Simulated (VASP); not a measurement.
# BaAlSi (P-6m2) in VASP: single point with LDA

Aim: the single point of BaAlSi with LDA.

Everything below comes from runs of VASP 6.6.1. Logs are shortened: lines on timing, memory, paths and dates and some standing lists are left out, and cuts for length are marked.

## (1) The cell of the first run

Symmetry: P-6m2, No. 187, hexagonal system. The conventional cell has a = 4.308 Å, b = 4.308 Å, c = 5.226 Å, α = 90.00°, β = 90.00°, γ = 120.00°. Ba (site symmetry -6m2) has 6 Al at 3.61 Å and 6 Si at 3.61 Å and 6 Ba at 4.31 Å within 4.7 Å. Within 3.3 Å of Al (site symmetry -6m2) lie 3 Si at 2.49 Å. Within 3.3 Å of Si (site symmetry -6m2) lie 3 Al at 2.49 Å.

## (2) Single point, LDA

Contents of INCAR:

```
SYSTEM = BaAlSi
PREC = Accurate
ENCUT = 520
EDIFF = 1E-7
ISMEAR = -1
SIGMA = 0.1
LREAL = .False.
LASPH = .True.
NELM = 60
ALGO = Normal
ISIF = 2
LWAVE = .False.
LCHARG = .True.
GGA = CA
LELF = .True.
LVHAR = .True.
NBANDS = 16
```

Contents of KPOINTS:

```
regular mesh
0
Gamma
  8 8 6
  0 0 0
```

Contents of POSCAR:

```
BaAlSi
1.0
    4.3076140000      0.0000000000      0.0000000000
   -2.1538070000      3.7305040000      0.0000000000
    0.0000000000      0.0000000000      5.2258550000
Ba Al Si
1 1 1
Direct
    0.0000000000      0.0000000000      0.0000000000
    0.6666666667      0.3333333333      0.5000000000
    0.3333333333      0.6666666667      0.5000000000
```

Potentials or basis: VASP PAW LDA potentials, release 64 (Ba_sv, Al, Si).

Started as:

```
> cat potpaw_LDA.64/Ba_sv/POTCAR potpaw_LDA.64/Al/POTCAR potpaw_LDA.64/Si/POTCAR > POTCAR
> mpirun -np 1 vasp_std > vasp.out
```

OUTCAR:

```text
SYSTEM = BaAlSi
   PREC = Accurate
   ENCUT = 520
   EDIFF = 1E-7
   ISMEAR = -1
   LREAL = .False.
   LASPH = .True.
   NELM = 60
   ISIF = 2
   GGA = CA

 ion  position               nearest neighbor table
   1  0.000  0.000  0.000-   2 3.61   3 3.61   2 3.61   3 3.61   2 3.61   2 3.61   3 3.61   3 3.61
                             2 3.61   2 3.61   3 3.61   3 3.61
   2  0.667  0.333  0.500-   3 2.49   3 2.49   3 2.49   1 3.61   1 3.61   1 3.61   1 3.61   1 3.61
                             1 3.61
   3  0.333  0.667  0.500-   2 2.49   2 2.49   2 2.49   1 3.61   1 3.61   1 3.61   1 3.61   1 3.61
                             1 3.61

  LATTYP: Found a hexagonal cell.
 ALAT       =     4.3076140000
 C/A-ratio  =     1.2131669644

  Lattice vectors:

 A1 = (   4.3076140000,   0.0000000000,   0.0000000000)
 A2 = (  -2.1538070000,   3.7305040000,   0.0000000000)
 A3 = (   0.0000000000,   0.0000000000,   5.2258550000)

Analysis of symmetry for initial positions (statically):
=====================================================================
 Subroutine PRICEL returns:
 Original cell was already a primitive cell.

 Routine SETGRP: Setting up the symmetry group for a
 hexagonal supercell.

 Subroutine GETGRP returns: Found 12 space group operations
 (whereof 12 operations were pure point group operations)
 out of a pool of 24 trial point group operations.

The static configuration has the point symmetry D_3h.

Analysis of symmetry for dynamics (positions and initial velocities):
=====================================================================
 Subroutine PRICEL returns:
 Original cell was already a primitive cell.

 Routine SETGRP: Setting up the symmetry group for a
 hexagonal supercell.

 Subroutine GETGRP returns: Found 12 space group operations
 (whereof 12 operations were pure point group operations)
 out of a pool of 24 trial point group operations.

The dynamic configuration has the point symmetry D_3h.

 Subroutine INISYM returns: Found 12 space group operations
 (whereof 12 operations are pure point group operations),
 and found     1 'primitive' translations

----------------------------------------------------------------------------------------

                                     Primitive cell

  volume of cell :      83.9772

[... 81 lines left out ...]
   PREC   = accura    normal or accurate (medium, high low for compatibility)
   ISTART =      0    job   : 0-new  1-cont  2-samecut
   ICHARG =      2    charge: 1-file 2-atom 10-const
   ISPIN  =      1    spin polarized calculation?
   LNONCOLLINEAR =      F non collinear calculations
   LSORBIT =      F    spin-orbit coupling
   LASPH  =      T    aspherical Exc in radial PAW
   ENCUT  =  520.0 eV  38.22 Ry    6.18 a.u.   8.01  8.01  9.72*2*pi/ulx,y,z
   NELM   =     60;   NELMIN=  2; NELMDL= -5     # of ELM steps
   EDIFF  = 0.1E-06   stopping-criterion for ELM
   LREAL  =      F    real-space projection
   EDIFFG = 0.1E-05   stopping-criterion for IOM
   NSW    =      0    number of steps for IOM
   IBRION =     -1    ionic relax: 0-MD 1-quasi-New 2-CG
   NFREE  =      0    steps in history (QN), initial steepest desc. (CG)
   ISIF   =      2    stress and relaxation
   ISYM   =      2    0-nonsym 1-usesym 2-fastsym
   POTIM  = 0.5000    time-step for ionic-motion
   TEBEG  =    0.0;   TEEND  =   0.0 temperature during run
   PSTRESS=    0.0 pullay stress
   NELECT =      17.0000    total number of electrons
   NUPDOWN=      -1.0000    fix difference up-down
   EMIN   =  10.00;   EMAX   =-10.00  energy-range for DOS
   EFERMI =   0.00;   METHOD = LEGACY
   ISMEAR =    -1;   SIGMA  =   0.10  broadening in eV -4-tet -1-fermi 0-gaus
   EFERMI_NEDOS =   21; number of points for ismear=-14 and -15
   IALGO  =     38    algorithm
   IMIX   =      4    mixing-type and parameters
     AMIX     =   0.40;   BMIX     =  1.00
     AMIX_MAG =   1.60;   BMIX_MAG =  1.00
  volume/ion in A,a.u.               =      27.99       188.90
  Fermi-wavevector in a.u.,A,eV,Ry     =   0.961252  1.816503 12.571857  0.924005
  Thomas-Fermi vector in A             =   2.090608
   LORBIT       =      0    0 simple, 1 ext, 2 COOP (PROOUT), +10 PAW based schemes
   GGA     = CA    functional components
   LHFCALC =     F    Hartree Fock is set to
   AEXX    =    0.0000 exact exchange contribution
   IVDW    =     0    specifies the selected vdW correction
   LEPSILON=     F    determine dielectric tensor
   LRPA    =     F    only Hartree local field effects (RPA)
 non-spin polarized calculation
  energy-cutoff  :      520.00
  volume of cell :       83.98
 maximum number of plane-waves:      2280
   NGX = 17   NGY = 17   NGZ = 19

 number of electron      17.0000000 magnetization

 Free energy of the ion-electron system (eV)
  ---------------------------------------------------
  ext. energy  EPLUGINS =         0.00000000
  ---------------------------------------------------
  free energy    TOTEN  =       -13.64919751 eV

  energy without entropy =      -13.59803452  energy(sigma->0) =      -13.62361602

 E-fermi :   4.0183     XC(G=0):  -9.2338

 val. band max:        3.8934021105   @ k =   0.3750   0.1250   0.1667
 cond. band min:       4.0209635222   @ k =   0.2500   0.1250   0.5000
 fundamental gap:      0.1275614117
 Fermi energy:         4.0182643740

 k-point     1 :       0.0000    0.0000    0.0000
  band No.  band energies     occupation
      1     -23.7709      2.00000
      2      -9.1334      2.00000
      3      -8.7867      2.00000
      4      -8.7867      2.00000
      5      -5.1889      2.00000
      6       2.6043      2.00000
[... 433 lines left out ...]
      3      -9.1293      2.00000
      4      -8.8915      2.00000
      5      -3.8754      2.00000
      6      -0.7253      2.00000
[... 8 lines left out ...]
     15       9.5947      0.00000
     16      10.3093      0.00000

 [... further k-points ...]
[... 5 lines left out ...]
  --------------------------------------------------------------------------------------
  -------------------------------------------------------------------------------------
  Total       -1.3506942     -1.3506948     -1.6720407      0.0000000      0.0000000      0.0000000
  in kB      -25.7694987    -25.7695104    -31.9003737      0.0000000      0.0000000      0.0000000
  external PRESSURE =     -27.8131276 kB  Pullay stress =       0.0000000 kB

 VOLUME and BASIS-vectors are now :
 -----------------------------------------------------------------------------
  energy-cutoff  :      520.00
  volume of cell :       83.98
      direct lattice vectors                 reciprocal lattice vectors
     4.307614000  0.000000000  0.000000000     0.232147077  0.134030147  0.000000000
    -2.153807000  3.730504000  0.000000000     0.000000000  0.268060294  0.000000000
     0.000000000  0.000000000  5.225855000     0.000000000  0.000000000  0.191356247

 POSITION                                       TOTAL-FORCE (eV/Angst)
 -----------------------------------------------------------------------------------
      0.00000      0.00000      0.00000         0.000000      0.000000      0.000000
      2.15381      1.24350      2.61293         0.000000     -0.000000      0.000000
     -0.00000      2.48700      2.61293        -0.000000      0.000000      0.000000
 -----------------------------------------------------------------------------------
    total drift:                                0.000000      0.000000     -0.000000

  FREE ENERGIE OF THE ION-ELECTRON SYSTEM (eV)
  ---------------------------------------------------
  free  energy   TOTEN  =       -13.6491975069 eV

  energy  without entropy=      -13.5980345233  energy(sigma->0) =      -13.62361602
```

It took 51 s on 1 thread of AMD EPYC 7R43 (Zen 3), shared host; peak memory 0.17 GiB.

Results:

| Quantity | Value |
| --- | --- |
| Free energy | -13.6492 eV |
| Pressure | -2.8 GPa |

Stress tensor (GPa, compression positive):
```
-2.58  0.00  0.00
 0.00 -2.58  0.00
 0.00  0.00 -3.19
```

Caveat: spin-orbit coupling is left out, which moves the levels of the heavy elements.
